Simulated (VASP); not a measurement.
# ZnS (P6_3mc) in VASP: a series of runs

The runs below take ZnS through single point, with r2SCAN.

Everything below comes from runs of VASP 6.6.1. Logs are shortened: lines on timing, memory, paths and dates and some standing lists are left out, and cuts for length are marked.

## (1) The cell of the first run

Symmetry: P6_3mc, No. 186, hexagonal system. Conventional cell: a = 3.845 Å, b = 3.845 Å, c = 6.246 Å, α = 90.00°, β = 90.00°, γ = 120.00°. Zn (site symmetry 3m) has 4 S at 2.34 to 2.35 Å within 3.1 Å. Within 3.1 Å of S (site symmetry 3m) lie 4 Zn at 2.34 to 2.35 Å.

## (2) Single point, r2SCAN (strain +0.0100 x Voigt [1, 1, 0, 0, 0, 0])

POSCAR

```
ZnS
1.0
    3.8447889659      0.0000000000      0.0000000000
   -1.9223944829      3.3296849166      0.0000000000
    0.0000000000      0.0000000000      6.2457351519
Zn S
2 2
Direct
    0.3333333333      0.6666666667      0.0053880718
    0.6666666667      0.3333333333      0.5053880718
    0.3333333333      0.6666666667      0.3796119282
    0.6666666667      0.3333333333      0.8796119282
```

INCAR.step1

```
ALGO = Normal
EDIFF = 1E-4
ENCUT = 520
GGA = PE
ISMEAR = 0
LASPH = T
LCHARG = F
LREAL = F
LWAVE = T
NBANDS = 26
NELM = 80
PREC = Accurate
SIGMA = 0.05
```

INCAR.step2

```
ALGO = Normal
EDIFF = 1E-6
ENCUT = 520
ISIF = 2
ISMEAR = 0
ISTART = 1
LASPH = T
LCHARG = F
LMIXTAU = T
LREAL = F
LWAVE = F
METAGGA = R2SCAN
NBANDS = 26
NELM = 80
PREC = Accurate
SIGMA = 0.05
```

KPOINTS

```
k-points
0
Gamma
  6 6 4
```

Potentials or basis: VASP PAW PBE potentials, release 64 (Zn, S).

Launch:

```
cat potpaw_PBE.64/Zn/POTCAR potpaw_PBE.64/S/POTCAR > POTCAR
cp INCAR.step1 INCAR
mpirun -np 1 vasp_std > vasp.out
cp INCAR.step2 INCAR
mpirun -np 1 vasp_std > vasp.out
```

OUTCAR:

```text
EDIFF = 1E-6
   ENCUT = 520
   ISIF = 2
   ISMEAR = 0
   ISTART = 1
   LASPH = T
   LREAL = F
   METAGGA = R2SCAN
   NELM = 80
   PREC = Accurate

 ion  position               nearest neighbor table
   1  0.333  0.667  0.005-   3 2.34   4 2.35   4 2.35   4 2.35
   2  0.667  0.333  0.505-   4 2.34   3 2.35   3 2.35   3 2.35
   3  0.333  0.667  0.380-   1 2.34   2 2.35   2 2.35   2 2.35
   4  0.667  0.333  0.880-   2 2.34   1 2.35   1 2.35   1 2.35

  LATTYP: Found a hexagonal cell.
 ALAT       =     3.8447889659
 C/A-ratio  =     1.6244676125

  Lattice vectors:

 A1 = (   3.8447889659,   0.0000000000,   0.0000000000)
 A2 = (  -1.9223944829,   3.3296849166,   0.0000000000)
 A3 = (   0.0000000000,   0.0000000000,   6.2457351519)

Analysis of symmetry for initial positions (statically):
=====================================================================
 Subroutine PRICEL returns:
 Original cell was already a primitive cell.

 Routine SETGRP: Setting up the symmetry group for a
 hexagonal supercell.

 Subroutine GETGRP returns: Found 12 space group operations
 (whereof  6 operations were pure point group operations)
 out of a pool of 24 trial point group operations.

The static configuration has the point symmetry C_3v.
 The point group associated with its full space group is C_6v.

Analysis of symmetry for dynamics (positions and initial velocities):
=====================================================================
 Subroutine PRICEL returns:
 Original cell was already a primitive cell.

 Routine SETGRP: Setting up the symmetry group for a
 hexagonal supercell.

 Subroutine GETGRP returns: Found 12 space group operations
 (whereof  6 operations were pure point group operations)
 out of a pool of 24 trial point group operations.

The dynamic configuration has the point symmetry C_3v.
 The point group associated with its full space group is C_6v.

 Subroutine INISYM returns: Found 12 space group operations
 (whereof  6 operations are pure point group operations),
 and found     1 'primitive' translations

----------------------------------------------------------------------------------------

                                     Primitive cell
[... 86 lines left out ...]
   LNONCOLLINEAR =      F non collinear calculations
   LSORBIT =      F    spin-orbit coupling
   LASPH  =      T    aspherical Exc in radial PAW
   ENCUT  =  520.0 eV  38.22 Ry    6.18 a.u.   7.15  7.15 11.61*2*pi/ulx,y,z
   NELM   =     80;   NELMIN=  2; NELMDL=  0     # of ELM steps
   EDIFF  = 0.1E-05   stopping-criterion for ELM
   LREAL  =      F    real-space projection
   EDIFFG = 0.1E-04   stopping-criterion for IOM
   NSW    =      0    number of steps for IOM
   IBRION =     -1    ionic relax: 0-MD 1-quasi-New 2-CG
   NFREE  =      0    steps in history (QN), initial steepest desc. (CG)
   ISIF   =      2    stress and relaxation
   ISYM   =      2    0-nonsym 1-usesym 2-fastsym
   POTIM  = 0.5000    time-step for ionic-motion
   TEBEG  =    0.0;   TEEND  =   0.0 temperature during run
   PSTRESS=    0.0 pullay stress
   NELECT =      36.0000    total number of electrons
   NUPDOWN=      -1.0000    fix difference up-down
   EMIN   =  10.00;   EMAX   =-10.00  energy-range for DOS
   EFERMI =   0.00;   METHOD = LEGACY
   ISMEAR =     0;   SIGMA  =   0.05  broadening in eV -4-tet -1-fermi 0-gaus
   EFERMI_NEDOS =   21; number of points for ismear=-14 and -15
   IALGO  =     38    algorithm
   IMIX   =      4    mixing-type and parameters
     AMIX     =   0.40;   BMIX     =  1.00
     AMIX_MAG =   1.60;   BMIX_MAG =  1.00
  volume/ion in A,a.u.               =      19.99       134.89
  Fermi-wavevector in a.u.,A,eV,Ry     =   1.254746  2.371127 21.420853  1.574388
  Thomas-Fermi vector in A             =   2.388536
   LORBIT       =      0    0 simple, 1 ext, 2 COOP (PROOUT), +10 PAW based schemes
   METAGGA = R2SCAN    functional components
   LHFCALC =     F    Hartree Fock is set to
   AEXX    =    0.0000 exact exchange contribution
   IVDW    =     0    specifies the selected vdW correction
   LEPSILON=     F    determine dielectric tensor
   LRPA    =     F    only Hartree local field effects (RPA)
 non-spin polarized calculation
 Gauss-broadening in eV      SIGMA  =   0.05
  energy-cutoff  :      520.00
  volume of cell :       79.96
 maximum number of plane-waves:      2190
 NGX is ok and might be reduce to    30
   NGX = 15   NGY = 15   NGZ = 23

 number of electron      36.0000036 magnetization

 Free energy of the ion-electron system (eV)
  ---------------------------------------------------
  ext. energy  EPLUGINS =         0.00000000
  ---------------------------------------------------
  free energy    TOTEN  =       -37.71127083 eV

  energy without entropy =      -37.71127083  energy(sigma->0) =      -37.71127083

 E-fermi :   1.9407     XC(G=0): -10.2094

 val. band max:        1.7171780174   @ k =   0.0000   0.0000   0.0000
 cond. band min:       4.4273794824   @ k =   0.0000   0.0000   0.0000
 fundamental gap:      2.7102014650
 Fermi energy:         1.9407190099

 k-point     1 :       0.0000    0.0000    0.0000
  band No.  band energies     occupation
      1     -11.8785      2.00000
      2     -10.9323      2.00000
      3      -4.7320      2.00000
      4      -4.7089      2.00000
      5      -4.7088      2.00000
      6      -4.6182      2.00000
[... 598 lines left out ...]
     25      11.9385      0.00000
     26      11.9385      0.00000

------------------------ aborting loop because EDIFF is reached ----------------------------------------

  FORCE on cell =-STRESS in cart. coord.  units (eV):
  Direction    XX          YY          ZZ          XY          YZ          ZX
  --------------------------------------------------------------------------------------
  -------------------------------------------------------------------------------------
  Total       -0.9406302     -0.9406302     -0.2677956     -0.0000000     -0.0000000     -0.0000000
  in kB      -18.8482186    -18.8482186     -5.3660506     -0.0000000     -0.0000000     -0.0000000
  external PRESSURE =     -14.3541626 kB  Pullay stress =       0.0000000 kB

 VOLUME and BASIS-vectors are now :
 -----------------------------------------------------------------------------
  energy-cutoff  :      520.00
  volume of cell :       79.96
      direct lattice vectors                 reciprocal lattice vectors
     3.844788966  0.000000000  0.000000000     0.260092299  0.150164359  0.000000000
    -1.922394483  3.329684917  0.000000000     0.000000000  0.300328717  0.000000000
     0.000000000  0.000000000  6.245735152     0.000000000  0.000000000  0.160109255

 POSITION                                       TOTAL-FORCE (eV/Angst)
 -----------------------------------------------------------------------------------
     -0.00000      2.21979      0.03365        -0.000000      0.000000     -0.053241
      1.92239      1.10989      3.15652         0.000000     -0.000000     -0.053241
     -0.00000      2.21979      2.37096        -0.000000      0.000000      0.053241
      1.92239      1.10989      5.49382        -0.000000      0.000000      0.053241
 -----------------------------------------------------------------------------------
    total drift:                               -0.000000      0.000000      0.036694

  FREE ENERGIE OF THE ION-ELECTRON SYSTEM (eV)
  ---------------------------------------------------
  free  energy   TOTEN  =       -37.7112708331 eV

  energy  without entropy=      -37.7112708331  energy(sigma->0) =      -37.71127083
```

OSZICAR.step1:

```text
N       E                     dE             d eps       ncg     rms          rms(c)
DAV:   1     0.242721013824E+03    0.24272E+03   -0.16870E+04  1092   0.166E+03
DAV:   2     0.989209842774E+01   -0.23283E+03   -0.22321E+03  1132   0.352E+02
DAV:   3    -0.139410534188E+02   -0.23833E+02   -0.23610E+02  1262   0.112E+02
DAV:   4    -0.145333523646E+02   -0.59230E+00   -0.59116E+00  1294   0.178E+01
DAV:   5    -0.145422840941E+02   -0.89317E-02   -0.89290E-02  1302   0.212E+00    0.952E+00
DAV:   6    -0.136953241765E+02    0.84696E+00   -0.16278E+00  1626   0.366E+01    0.735E+00
DAV:   7    -0.136910000264E+02    0.43242E-02   -0.11986E+00  1156   0.639E+00    0.340E+00
DAV:   8    -0.136850373852E+02    0.59626E-02   -0.35109E-02  1336   0.185E+00    0.948E-01
DAV:   9    -0.136856373973E+02   -0.60001E-03   -0.85055E-03  1462   0.133E+00    0.225E-01
DAV:  10    -0.136857916064E+02   -0.15421E-03   -0.62457E-04  1238   0.323E-01    0.927E-02
DAV:  11    -0.136860147512E+02   -0.22314E-03   -0.35246E-04  1052   0.119E-01    0.627E-02
DAV:  12    -0.136860133098E+02    0.14414E-05   -0.13630E-05   634   0.336E-02
   1 F= -.13686013E+02 E0= -.13686013E+02  d E =-.573904E-15
```

Wall time 70 s (1 thread of Intel Xeon 6975P-C (Granite Rapids), shared host); peak memory 0.22 GiB.

What came out:

* Free energy: -37.7113 eV
* Pressure: -1.4 GPa
* Largest force: 0.053 eV/Å
* Band gap on the k mesh: 2.71 eV

Forces on the atoms (eV/Å):
```
Zn   0.000  0.000 -0.053
Zn   0.000  0.000 -0.053
S    0.000  0.000  0.053
S    0.000  0.000  0.053
```

Caveat: the cell differs from its parent crystal (strain +0.0100 x Voigt [1, 1, 0, 0, 0, 0]); the PAW data sets were made with another functional, which shifts forces and pressure a little.

## (3) Single point, r2SCAN (strain +0.0150 x Voigt [1, 1, 0, 0, 0, 0])

POSCAR, as its differences from that of step 2:

```diff
@@ -2,4 +2,4 @@
 1.0
-    3.8447889659      0.0000000000      0.0000000000
-   -1.9223944829      3.3296849166      0.0000000000
+    3.8638225746      0.0000000000      0.0000000000
+   -1.9319112873      3.3461685053      0.0000000000
     0.0000000000      0.0000000000      6.2457351519
```

INCAR.step1

```
PREC = Accurate
ENCUT = 520
ISMEAR = 0
SIGMA = 0.05
LREAL = False
LASPH = True
NELM = 60
NBANDS = 26
GGA = PE
ALGO = Normal
EDIFF = 1E-4
LWAVE = True
LCHARG = False
```

INCAR.step2

```
PREC = Accurate
ENCUT = 520
EDIFF = 1E-6
ISMEAR = 0
SIGMA = 0.05
LREAL = False
LASPH = True
NELM = 60
ALGO = Normal
ISIF = 2
LWAVE = False
LCHARG = True
METAGGA = R2SCAN
LMIXTAU = True
LELF = True
LVHAR = True
NBANDS = 26
ISTART = 1
```

KPOINTS

```
regular mesh
0
Gamma
  6 6 4
```

Potentials or basis: VASP PAW PBE potentials, release 64 (Zn, S).

Launch:

```
cat potpaw_PBE.64/Zn/POTCAR potpaw_PBE.64/S/POTCAR > POTCAR
cp INCAR.step1 INCAR
mpirun -np 1 vasp_std > vasp.out
cp INCAR.step2 INCAR
mpirun -np 1 vasp_std > vasp.out
```

Wall time 71 s (1 thread of Intel Xeon 6975P-C (Granite Rapids), shared host); peak memory 0.22 GiB.

It converged, with:

```yaml
Free_energy: -37.6994 eV
Pressure: -2.1 GPa
Largest_force: 0.081 eV/Å
Band_gap_on_the_k_mesh: 2.67 eV
```

Forces on the atoms (eV/Å):
```
Zn   0.000  0.000 -0.081
Zn   0.000  0.000 -0.081
S    0.000  0.000  0.081
S    0.000  0.000  0.081
```

Stress tensor (GPa, compression positive):
```
-2.77  0.00  0.00
 0.00 -2.77  0.00
 0.00  0.00 -0.80
```

Levels at points of the mesh, in eV from the valence-band top:
```tsv
k point	band 16	band 17	band 18	band 19	band 20	band 21
(0.00, 0.00, 0.00)	-0.03	0.00	0.00	2.67	3.47	6.77
(0.50, 0.00, 0.00)	-2.23	-1.63	-0.84	4.02	4.74	5.55
(0.00, 0.00, 0.50)	-0.48	-0.48	-0.48	3.97	3.97	7.23
(0.50, 0.00, 0.50)	-1.59	-1.55	-1.55	3.99	3.99	5.72
```

Caveat: the cell differs from its parent crystal (strain +0.0150 x Voigt [1, 1, 0, 0, 0, 0]); the PAW data sets were made with another functional, which shifts forces and pressure a little.
